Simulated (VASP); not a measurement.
# PPt (P6_3mc) in VASP: a series of runs

Runs on PPt. Level: PBE. Tasks: relaxation of cell and atoms.

Everything below comes from runs of VASP 6.6.1. Logs are shortened: lines on timing, memory, paths and dates and some standing lists are left out, and cuts for length are marked.

## Step 1: The cell of the first run

The structure is hexagonal, space group P6_3mc (No. 186). Conventional cell: a = 3.743 Å, b = 3.743 Å, c = 6.354 Å, α = 90.00°, β = 90.00°, γ = 120.00°. Within 3.1 Å of Pt (site symmetry 3m) lie 4 P at 2.32 to 2.34 Å. Within 3.1 Å of P (site symmetry 3m) lie 4 Pt at 2.32 to 2.34 Å.

## Step 2: Relaxation of cell and atoms, PBE, target pressure 5 GPa, at which the enthalpy is minimised

File INCAR:

```
SYSTEM = PPt
ALGO = Normal
EDIFF = 1E-6
EDIFFG = -0.01
ENCUT = 600
GGA = PE
IBRION = 2
ISIF = 3
ISMEAR = -1
LASPH = .True.
LCHARG = .False.
LREAL = .False.
LWAVE = .False.
NELM = 80
NSW = 60
PREC = Accurate
PSTRESS = 50.0
SIGMA = 0.05
```

File KPOINTS:

```
k-points
0
Gamma
  8 8 4
  0 0 0
```

File POSCAR:

```
PPt
1.0
    3.7430278549      0.0000000000      0.0000000000
   -1.8715139275      3.2415572094      0.0000000000
    0.0000000000      0.0000000000      6.3537430000
Pt P
2 2
Direct
    0.3333333333      0.6666666667      0.3718990000
    0.6666666667      0.3333333333      0.8718990000
    0.3333333333      0.6666666667      0.0031030000
    0.6666666667      0.3333333333      0.5031030000
```

Potentials or basis: VASP PAW PBE potentials, release 64 (Pt, P).

Command:

```bash
cat potpaw_PBE.64/Pt/POTCAR potpaw_PBE.64/P/POTCAR > POTCAR
mpirun -np 1 vasp_std > vasp.out
```

OUTCAR:

```text
SYSTEM = PPt
   EDIFF = 1E-6
   EDIFFG = -0.01
   ENCUT = 600
   GGA = PE
   IBRION = 2
   ISIF = 3
   ISMEAR = -1
   LASPH = .True.
   LREAL = .False.
   NELM = 80
   NSW = 60
   PREC = Accurate
   PSTRESS = 50.0

 ion  position               nearest neighbor table
   1  0.333  0.667  0.372-   4 2.32   4 2.32   4 2.32   3 2.34
   2  0.667  0.333  0.872-   3 2.32   3 2.32   3 2.32   4 2.34
   3  0.333  0.667  0.003-   2 2.32   2 2.32   2 2.32   1 2.34
   4  0.667  0.333  0.503-   1 2.32   1 2.32   1 2.32   2 2.34

  LATTYP: Found a hexagonal cell.
 ALAT       =     3.7430278549
 C/A-ratio  =     1.6974875011

  Lattice vectors:

 A1 = (   3.7430278549,   0.0000000000,   0.0000000000)
 A2 = (  -1.8715139275,   3.2415572094,   0.0000000000)
 A3 = (   0.0000000000,   0.0000000000,   6.3537430000)

Analysis of symmetry for initial positions (statically):
=====================================================================
 Subroutine PRICEL returns:
 Original cell was already a primitive cell.

 Routine SETGRP: Setting up the symmetry group for a
 hexagonal supercell.

 Subroutine GETGRP returns: Found 12 space group operations
 (whereof  6 operations were pure point group operations)
 out of a pool of 24 trial point group operations.

The static configuration has the point symmetry C_3v.
 The point group associated with its full space group is C_6v.

Analysis of symmetry for dynamics (positions and initial velocities):
=====================================================================
 Subroutine PRICEL returns:
 Original cell was already a primitive cell.

 Routine SETGRP: Setting up the symmetry group for a
 hexagonal supercell.

 Subroutine GETGRP returns: Found 12 space group operations
 (whereof  6 operations were pure point group operations)
 out of a pool of 24 trial point group operations.

The dynamic configuration has the point symmetry C_3v.
 The point group associated with its full space group is C_6v.

 Subroutine INISYM returns: Found 12 space group operations
 (whereof  6 operations are pure point group operations),
 and found     1 'primitive' translations

----------------------------------------------------------------------------------------

                                     Primitive cell

  volume of cell :      77.0915

  direct lattice vectors                    reciprocal lattice vectors
     3.743027855  0.000000000  0.000000000     0.267163387  0.154246854  0.000000000
    -1.871513927  3.241557209  0.000000000     0.000000000  0.308493707  0.000000000
     0.000000000  0.000000000  6.353743000     0.000000000  0.000000000  0.157387543

  length of vectors
     3.743027855  3.743027855  6.353743000     0.308493707  0.308493707  0.157387543

  position of ions in fractional coordinates (direct lattice)
     0.333333333  0.666666667  0.371899000
     0.666666667  0.333333333  0.871899000
     0.333333333  0.666666667  0.003103000
     0.666666667  0.333333333  0.503103000

  ion indices of the primitive-cell ions
   primitive index   ion index
                 1           1
                 2           2
                 3           3
                 4           4

----------------------------------------------------------------------------------------

 KPOINTS: k-points

Automatic generation of k-mesh.
 Grid dimensions read from file:
 generate k-points for:    8    8    4

 Generating k-lattice:

  Cartesian coordinates                     Fractional coordinates (reciprocal lattice)
     0.033395423  0.019280857  0.000000000     0.125000000  0.000000000  0.000000000
     0.000000000  0.038561713  0.000000000     0.000000000  0.125000000  0.000000000
     0.000000000  0.000000000  0.039346886     0.000000000  0.000000000  0.250000000

  Length of vectors
     0.038561713  0.038561713  0.039346886

  Shift w.r.t. Gamma in fractional coordinates (k-lattice)
     0.000000000  0.000000000  0.000000000

 Subroutine IBZKPT returns following result:
 ===========================================

 Found     30 irreducible k-points:

 Following reciprocal coordinates:
            Coordinates               Weight
  0.000000  0.000000  0.000000      1.000000
  0.125000  0.000000  0.000000      6.000000
  0.250000  0.000000  0.000000      6.000000
  0.375000 -0.000000  0.000000      6.000000
  0.500000  0.000000  0.000000      3.000000
  0.125000  0.125000  0.000000      6.000000
[... 16 lines left out ...]
  0.250000  0.000000  0.500000      6.000000
  0.375000 -0.000000  0.500000      6.000000
 [... further k-points ...]
   k-points           NKPTS =     30   k-points in BZ     NKDIM =     30   number of bands    NBANDS=     19
   number of dos      NEDOS =    301   number of ions     NIONS =      4
   total plane-waves  NPLWV =  48600
   dimension x,y,z NGX =    30 NGY =   30 NGZ =   54
   dimension x,y,z NGXF=    60 NGYF=   60 NGZF=  108
   ions per type =               2   2
   NGX,Y,Z   is equivalent  to a cutoff of  13.32, 13.32, 14.13 a.u.
   NGXF,Y,Z  is equivalent  to a cutoff of  26.65, 26.65, 28.26 a.u.
 SYSTEM =  PPt
   PREC   = accura    normal or accurate (medium, high low for compatibility)
   ISTART =      0    job   : 0-new  1-cont  2-samecut
   ICHARG =      2    charge: 1-file 2-atom 10-const
   ISPIN  =      1    spin polarized calculation?
   LNONCOLLINEAR =      F non collinear calculations
   LSORBIT =      F    spin-orbit coupling
   LASPH  =      T    aspherical Exc in radial PAW
   ENCUT  =  600.0 eV  44.10 Ry    6.64 a.u.   7.48  7.48 12.69*2*pi/ulx,y,z
   NELM   =     80;   NELMIN=  2; NELMDL= -5     # of ELM steps
   EDIFF  = 0.1E-05   stopping-criterion for ELM
   LREAL  =      F    real-space projection
   EDIFFG = -.1E-01   stopping-criterion for IOM
   NSW    =     60    number of steps for IOM
   IBRION =      2    ionic relax: 0-MD 1-quasi-New 2-CG
   NFREE  =      1    steps in history (QN), initial steepest desc. (CG)
   ISIF   =      3    stress and relaxation
   ISYM   =      2    0-nonsym 1-usesym 2-fastsym
   POTIM  = 0.5000    time-step for ionic-motion
   TEBEG  =    0.0;   TEEND  =   0.0 temperature during run
   PSTRESS=   50.0 pullay stress
   NELECT =      30.0000    total number of electrons
   NUPDOWN=      -1.0000    fix difference up-down
   EMIN   =  10.00;   EMAX   =-10.00  energy-range for DOS
   EFERMI =   0.00;   METHOD = LEGACY
   ISMEAR =    -1;   SIGMA  =   0.05  broadening in eV -4-tet -1-fermi 0-gaus
   EFERMI_NEDOS =   21; number of points for ismear=-14 and -15
   IALGO  =     38    algorithm
   IMIX   =      4    mixing-type and parameters
     AMIX     =   0.40;   BMIX     =  1.00
     AMIX_MAG =   1.60;   BMIX_MAG =  1.00
  volume/ion in A,a.u.               =      19.27       130.06
  Fermi-wavevector in a.u.,A,eV,Ry     =   1.195216  2.258631 19.436489  1.428542
  Thomas-Fermi vector in A             =   2.331187
   LORBIT       =      0    0 simple, 1 ext, 2 COOP (PROOUT), +10 PAW based schemes
   GGA     = PE    functional components
   LHFCALC =     F    Hartree Fock is set to
   AEXX    =    0.0000 exact exchange contribution
   IVDW    =     0    specifies the selected vdW correction
   LEPSILON=     F    determine dielectric tensor
   LRPA    =     F    only Hartree local field effects (RPA)
 conjugate gradient relaxation of ions
 non-spin polarized calculation
  energy-cutoff  :      600.00
  volume of cell :       77.09
 maximum number of plane-waves:      2598
 NGX is ok and might be reduce to    30
   NGX = 15   NGY = 15   NGZ = 25

--------------------------------------- Ionic step        1  -------------------------------------------

 number of electron      30.0000005 magnetization

 Free energy of the ion-electron system (eV)
  ---------------------------------------------------
  ext. energy  EPLUGINS =         0.00000000
  ---------------------------------------------------
  free energy    TOTEN  =       -24.30942125 eV

  energy without entropy =      -24.29420853  energy(sigma->0) =      -24.30181489

------------------------ aborting loop because EDIFF is reached ----------------------------------------

  FORCE on cell =-STRESS in cart. coord.  units (eV):
  Direction    XX          YY          ZZ          XY          YZ          ZX
  --------------------------------------------------------------------------------------
  -------------------------------------------------------------------------------------
  Total       -0.0771805     -0.0771805      0.1671092      0.0000000     -0.0000000      0.0000000
  in kB       -1.6040275     -1.6040275      3.4729972      0.0000000     -0.0000000      0.0000000
  external PRESSURE =     -49.9116859 kB  Pullay stress =      50.0000000 kB
[... 99 lines left out ...]
  FREE ENERGIE OF THE ION-ELECTRON SYSTEM (eV)
  ---------------------------------------------------
  free  energy   TOTEN  =       -24.2712928769 eV

  energy  without entropy=      -24.2569496231  energy(sigma->0) =      -24.26412125

  enthalpy is  TOTEN    =       -21.9478926649 eV   P V=        2.3234002120

[... ionic steps 4 to 12 ...]

--------------------------------------- Ionic step       13  -------------------------------------------

 number of electron      30.0000004 magnetization

------------------------ aborting loop because EDIFF is reached ----------------------------------------

  FORCE on cell =-STRESS in cart. coord.  units (eV):
  Direction    XX          YY          ZZ          XY          YZ          ZX
  --------------------------------------------------------------------------------------
  -------------------------------------------------------------------------------------
  Total        2.4279794      2.4279794      2.4052612     -0.0000000     -0.0000000      0.0000000
  in kB       52.8135925     52.8135925     52.3194256     -0.0000000     -0.0000000      0.0000000
  external PRESSURE =       2.6488702 kB  Pullay stress =      50.0000000 kB
[... 65 lines left out ...]
  enthalpy is  TOTEN    =       -21.9779369549 eV   P V=        2.3017879018

--------------------------------------- Ionic step       15  -------------------------------------------

 number of electron      30.0000003 magnetization

 Free energy of the ion-electron system (eV)
  ---------------------------------------------------
  ext. energy  EPLUGINS =         0.00000000
  ---------------------------------------------------
  free energy    TOTEN  =       -24.28037321 eV

  energy without entropy =      -24.26502594  energy(sigma->0) =      -24.27269957

 E-fermi :   7.6457     XC(G=0): -10.9565

 val. band max:        7.5258618719   @ k =   0.2500   0.0000   0.2500
 cond. band min:       7.6538378238   @ k =   0.3750  -0.0000   0.5000
 fundamental gap:      0.1279759519
 Fermi energy:         7.6456781305

 k-point     1 :       0.0000    0.0000    0.0000
  band No.  band energies     occupation
      1      -5.5980      2.00000
      2      -4.2857      2.00000
      3       1.1182      2.00000
      4       1.2276      2.00000
      5       1.6887      2.00000
      6       1.6887      2.00000
[... 11 lines left out ...]
     18      11.8700      0.00000
     19      11.8700      0.00000
[... 489 lines left out ...]
      3       0.8349      2.00000
      4       0.8349      2.00000
      5       2.2214      2.00000
      6       2.2214      2.00000
[... 11 lines left out ...]
     18       8.8267      0.00000
     19      12.7407      0.00000

 [... further k-points ...]
[... 5 lines left out ...]
  --------------------------------------------------------------------------------------
  -------------------------------------------------------------------------------------
  Total        2.3106436      2.3106436      2.3028218     -0.0000000     -0.0000000      0.0000000
  in kB       50.1785021     50.1785021     50.0086437     -0.0000000     -0.0000000      0.0000000
  external PRESSURE =       0.1218827 kB  Pullay stress =      50.0000000 kB
[... 19 lines left out ...]
  FREE ENERGIE OF THE ION-ELECTRON SYSTEM (eV)
  ---------------------------------------------------
  free  energy   TOTEN  =       -24.2803732138 eV

  energy  without entropy=      -24.2650259352  energy(sigma->0) =      -24.27269957

  enthalpy is  TOTEN    =       -21.9779494113 eV   P V=        2.3024238025

 reached required accuracy - stopping structural energy minimisation
```

It took 6.7 min on 1 thread of Intel Xeon Platinum 8259CL at 2.50GHz (Skylake/Cascade Lake), shared host; peak memory 0.25 GiB.

Results:

```
Free energy                                            : -24.2804 eV
Relaxed volume                                         : 18.44 Å³/atom
Relaxed cell                                           : a = 3.604 Å, b = 3.604 Å, c = 6.560 Å, α = 90.00°, β = 90.00°, γ = 120.00°
Space group after relaxing (to 0.05 Å)                 : P6_3mc (No. 186)
Energy change on relaxing (the enthalpy is what falls) : +7.3 meV/atom
Ionic steps                                            : 15
Pressure after relaxing                                : 5.0 GPa
Largest force after relaxing                           : 0.004 eV/Å
Band gap on the k mesh                                 : zero (band 15 reaches 10.51 eV, above the bottom of band 16 at 6.71 eV)
```

Forces on the atoms (eV/Å):
```
Pt   0.000  0.000  0.004
Pt   0.000  0.000  0.004
P    0.000  0.000 -0.004
P    0.000  0.000 -0.004
```

The path:
| step | energy change (eV) | largest force (eV/Å) | pressure (GPa) | volume (Å³) |
| --- | --- | --- | --- | --- |
| 1 | 0.0000 | 0.1365 | 0.01 | 77.09 |
| 2 | 0.2661 | 0.1917 | 14.62 | 70.58 |
| 3 | 0.0381 | 0.1622 | 5.05 | 74.45 |
| 4 | 0.0398 | 0.1625 | 5.17 | 74.40 |
| 5 | 0.0360 | 0.0575 | 5.14 | 74.35 |
| 6 | 0.0346 | 0.1296 | 5.06 | 74.28 |
| 7 | 0.0323 | 0.1222 | 5.00 | 74.27 |
| 8 | 0.0259 | 0.1072 | 4.81 | 74.25 |
| 9 | 0.0186 | 0.0824 | 4.40 | 74.19 |
| 10 | 0.0334 | 0.0816 | 3.68 | 73.97 |
| 11 | 0.0194 | 0.0816 | 4.15 | 74.13 |
| 12 | 0.0188 | 0.0846 | 4.21 | 74.15 |
| 13 | 0.0329 | 0.0067 | 5.26 | 73.66 |
| 14 | 0.0297 | 0.0123 | 5.04 | 73.76 |
| 15 | 0.0290 | 0.0037 | 5.01 | 73.78 |

Final structure:
```
CELL_PARAMETERS angstrom
3.60377 0.00000 0.00000
-1.80188 3.12095 0.00000
0.00000 0.00000 6.55967
ATOMIC_POSITIONS crystal
Pt 0.33333 0.66667 0.36494
Pt 0.66667 0.33333 0.86494
P 0.33333 0.66667 0.01006
P 0.66667 0.33333 0.51006
```

Levels at points of the mesh, in eV from the Fermi level:
```
           k point  band 12  band 13  band 14  band 15  band 16  band 17  band 18  band 19
(0.00, 0.00, 0.00)    -3.53    -3.50     1.98     1.98     2.82     4.00     4.22     4.22
(0.50, 0.00, 0.00)    -3.04    -2.52    -2.45    -1.87    -0.61     0.52     2.26     4.53
(0.00, 0.00, 0.50)    -3.74    -0.79    -0.79     2.86     2.86     2.86     2.86     4.98
(0.50, 0.00, 0.50)    -3.19    -2.89    -2.89    -0.21    -0.21     0.81     0.81     4.95
```

Caveat: the cell is relaxed towards a set pressure, so the enthalpy falls and the energy may rise; spin-orbit coupling is left out, which moves the levels of the heavy elements.

## Step 3: Relaxation of cell and atoms, PBE, target pressure 10 GPa, at which the enthalpy is minimised

File INCAR:

```
PREC     = Accurate       # precision mode
ENCUT    = 600            # plane-wave cutoff, eV
EDIFF    = 1E-6           # SCF threshold, eV
ISMEAR   = -1             # smearing method
SIGMA    = 0.05           # smearing width, eV
LREAL    = False          # projectors in reciprocal space
LASPH    = True           # aspherical terms in the spheres
NELM     = 80             # most SCF steps
ALGO     = Normal         # electronic algorithm
ISIF     = 3              # what is computed and relaxed
LWAVE    = False          # write WAVECAR
LCHARG   = False          # write CHGCAR
GGA      = PE             # functional
IBRION   = 2              # ionic algorithm
NSW      = 60             # ionic steps
EDIFFG   = -0.01          # ionic threshold
PSTRESS  = 100.0
```

File KPOINTS:

```
Automatic mesh
0
Gamma
  8 8 4
```

POSCAR is that of step 2.

Potentials or basis: VASP PAW PBE potentials, release 64 (Pt, P).

Command:

```bash
cat potpaw_PBE.64/Pt/POTCAR potpaw_PBE.64/P/POTCAR > POTCAR
mpirun -np 1 vasp_std > vasp.out
```

Run time: 24 min. Hardware: 1 thread of Intel Xeon Platinum 8259CL at 2.50GHz (Skylake/Cascade Lake), shared host; peak memory 0.25 GiB.

Results (log left out):

```yaml
Free_energy: -24.0696 eV
Relaxed_volume: 16.52 Å³/atom
Relaxed_cell: a = 3.200 Å, b = 3.200 Å, c = 7.452 Å, α = 90.00°, β = 90.00°, γ = 120.00°
Space_group_after_relaxing_to_0.05_Å: P6_3mc (No. 186)
Energy_change_on_relaxing_the_enthalpy_is_what_falls: +60.0 meV/atom
Ionic_steps: 59
Pressure_after_relaxing: 9.9 GPa
Largest_force_after_relaxing: 0.003 eV/Å
Band_gap_on_the_k_mesh: zero (band 15 reaches 12.45 eV, above the bottom of band 16 at 8.16 eV)
```

Forces in eV/Å, atoms in the order of the input:
```
Pt   0.000  0.000 -0.003
Pt   0.000  0.000 -0.003
P    0.000  0.000  0.003
P    0.000  0.000  0.003
```

The path:
```tsv
step	energy change (eV)	largest force (eV/Å)	pressure (GPa)	volume (Å³)
1	0.0000	0.1365	0.01	77.09
3	0.1291	0.2257	9.68	72.46
5	0.1435	0.2302	10.27	72.23
7	0.1415	0.1505	10.27	72.08
9	0.1222	0.1591	9.67	72.14
11	0.1055	0.3163	6.85	72.19
13	0.1279	0.1302	8.96	71.60
15	0.1639	0.0025	10.24	70.98
17	0.1566	0.0402	9.80	71.09
19	0.1262	0.1926	7.88	71.57
21	0.1337	0.1540	8.38	71.45
23	0.1333	0.1567	8.36	71.46
25	0.1315	0.1686	8.23	71.48
27	0.1248	0.2136	7.73	71.58
29	0.1249	0.2393	7.62	71.55
31	0.1257	0.3597	7.08	71.41
33	0.0900	0.6017	4.87	70.55
35	0.0778	0.6074	5.17	70.70
37	0.0849	0.5950	5.03	70.55
39	0.0920	0.5947	5.71	70.17
41	0.1435	0.5832	8.99	68.51
43	0.2170	0.5438	12.22	67.08
45	0.1924	0.0113	10.43	67.17
47	0.1863	0.0092	10.00	67.24
49	0.1748	0.0728	9.04	67.37
51	0.2214	0.3022	10.29	66.50
53	0.2390	0.2358	10.26	66.16
55	0.2423	0.1504	10.10	66.07
57	0.2342	0.0001	9.66	66.17
59	0.2398	0.0034	9.95	66.08
```

Final structure:
```
Pt P
1.0
     3.19999    0.00000    0.00000
    -1.59999    2.77127    0.00000
     0.00000    0.00000    7.45158
Pt P
2 2
Direct
  0.33333 0.66667 0.34637
  0.66667 0.33333 0.84637
  0.33333 0.66667 0.02863
  0.66667 0.33333 0.52863
```

Levels at points of the mesh, in eV from the Fermi level:
```
           k point  band 13  band 14  band 15  band 16  band 17  band 18
(0.00, 0.00, 0.00)    -3.63    -0.85     2.52     2.52     3.03     4.11
(0.50, 0.00, 0.00)    -2.37    -1.74    -1.07    -0.77     0.31     3.24
(0.00, 0.00, 0.50)    -3.32    -3.32     3.21     3.21     3.21     3.21
(0.50, 0.00, 0.50)    -1.85    -1.85    -0.66    -0.66     1.61     1.61
```

Caveat: the cell is relaxed towards a set pressure, so the enthalpy falls and the energy may rise; spin-orbit coupling is left out, which moves the levels of the heavy elements.

[end of part 1 of 2]
